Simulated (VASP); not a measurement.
Write the native input for VASP 6.6.1 that does the following.

| Item | Value |
| --- | --- |
| Task | single point |
| Functional | r2SCAN |
| Potentials or basis | VASP PAW PBE potentials, release 64 (Se) |
| Cutoff | 520 eV |
| k mesh | 7 × 7 × 6 |
| Occupations | fermi-dirac, width 0.05 eV |
| Spin | no spin polarisation |
| Dipole correction | no |
| Further INCAR settings | ALGO = Normal; EDIFF = 1e-06; NBANDS = 16 |

Crystal: Se.

```xyz
3
Lattice="4.4518 0.0000 0.0000 -2.2259 3.8554 0.0000 0.0000 0.0000 5.0508" Properties=species:S:1:pos:R:3 pbc="T T T"
Se    1.7242    2.9864    0.0000
Se   -0.5017    0.8690    3.3672
Se    1.0034    0.0000    1.6836
```

These files were run (other wordings do the same):

POSCAR

```
Se
1.0
    4.4518335053      0.0000000000      0.0000000000
   -2.2259167526      3.8554009090      0.0000000000
    0.0000000000      0.0000000000      5.0507540772
Se
3
Direct
    0.7746000000      0.7746000000      0.0000000000
    0.0000000000      0.2254000000      0.6666666667
    0.2254000000      0.0000000000      0.3333333333
```

INCAR.step1

```
SYSTEM = Se
PREC = Accurate ; ENCUT = 520
ISMEAR = -1 ; SIGMA = 0.05
LREAL = .False. ; LASPH = .True.
NELM = 80 ; NBANDS = 16
GGA = PE ; ALGO = Normal
EDIFF = 1E-4 ; LWAVE = .True.
LCHARG = .False.
```

INCAR.step2

```
SYSTEM = Se
PREC = Accurate ; ENCUT = 520
EDIFF = 1E-6 ; ISMEAR = -1
SIGMA = 0.05 ; LREAL = .False.
LASPH = .True. ; NELM = 80
ALGO = Normal ; ISIF = 2
LWAVE = .False. ; LCHARG = .False.
METAGGA = R2SCAN ; LMIXTAU = .True.
NBANDS = 16 ; ISTART = 1
```

KPOINTS

```
Automatic mesh
0
Gamma
  7 7 6
  0 0 0
```

Potentials or basis: VASP PAW PBE potentials, release 64 (Se).

The run is started by

```console
$ cat potpaw_PBE.64/Se/POTCAR > POTCAR
$ cp INCAR.step1 INCAR
$ mpirun -np 1 vasp_std > vasp.out
$ cp INCAR.step2 INCAR
$ mpirun -np 1 vasp_std > vasp.out
```

It gave:

```yaml
Pressure: -1.8 GPa
Largest_force: 0.488 eV/Å
Band_gap_on_the_k_mesh: 1.37 eV (least direct gap 1.61 eV)
```

Caveat: the PAW data sets were made with another functional, which shifts forces and pressure a little; an odd mesh through Γ misses points on the zone boundary, where band edges can lie.

Wall time 4.5 min on 1 thread of Intel Xeon 8259CL, on a shared host, peak memory 0.24 GiB.
